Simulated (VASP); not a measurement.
Cd4InO:

```
Cd In O
1.0
     3.14896    0.00000    0.00000
     0.00000    3.14896    0.00000
     0.00000    0.00000   11.86625
Cd In O
4 1 1
Direct
  0.50000 0.50000 0.36453
  0.50000 0.50000 0.86434
  0.50000 0.50000 0.13566
  0.50000 0.50000 0.63547
  0.00000 0.00000 0.50000
  0.00000 0.00000 0.00000
```

The cell was built from a structure type or drawn by symmetry, and may not be a known phase.

* Program: VASP 6.6.1
* Task: relaxation of cell and atoms
* Functional: PBE
* Potentials or basis: VASP PAW PBE potentials, release 64 (Cd, In_d, O)
* Cutoff: 600 eV
* k mesh: 6 × 6 × 2
* Occupations: gaussian, width 0.1 eV
* Spin: no spin polarisation

At the start: pressure 10.1 GPa; volume 19.61 Å³/atom.

Task: Where does the relaxation end?

Result: Over 16 steps the energy falls by 320.4 meV/atom and the volume is 21.35 Å³/atom (+8.9 %); space group P4/mmm (No. 123, to 0.1 Å) before and after.

Step by step:
| step | energy change (eV) | largest force (eV/Å) | pressure (GPa) | volume (Å³) |
| --- | --- | --- | --- | --- |
| 1 | 0.0000 | 2.7009 | 10.09 | 117.66 |
| 2 | -1.0294 | 1.1422 | -2.62 | 139.97 |
| 3 | -1.0297 | 1.1383 | -2.68 | 140.20 |
| 4 | -1.3415 | 0.9343 | -1.96 | 136.02 |
| 5 | -1.6483 | 0.9163 | 3.05 | 123.96 |
| 6 | -1.6911 | 0.5055 | 0.62 | 128.15 |
| 7 | -1.7017 | 0.4464 | 1.19 | 126.95 |
| 8 | -1.8542 | 0.3610 | 0.40 | 127.88 |
| 9 | -1.8939 | 0.4903 | 0.17 | 128.46 |
| 10 | -1.8945 | 0.4688 | 0.19 | 128.39 |
| 11 | -1.9194 | 0.0685 | -0.48 | 129.27 |
| 12 | -1.9194 | 0.0811 | -0.45 | 129.23 |
| 13 | -1.9213 | 0.0568 | 0.28 | 127.52 |
| 14 | -1.9219 | 0.0508 | 0.04 | 128.07 |
| 15 | -1.9219 | 0.0503 | 0.02 | 128.10 |
| 16 | -1.9223 | 0.0299 | 0.04 | 128.10 |

Final structure:
```
CELL_PARAMETERS angstrom
3.13135 0.00000 0.00000
0.00000 3.13135 0.00000
0.00000 0.00000 13.06428
ATOMIC_POSITIONS crystal
Cd 0.50000 0.50000 0.32229
Cd 0.50000 0.50000 0.89187
Cd 0.50000 0.50000 0.10813
Cd 0.50000 0.50000 0.67771
In 0.00000 0.00000 0.50000
O 0.00000 0.00000 0.00000
```

Caveat: an odd number of electrons without spin polarisation forces a metal; a magnetic or distorted state may lie lower.
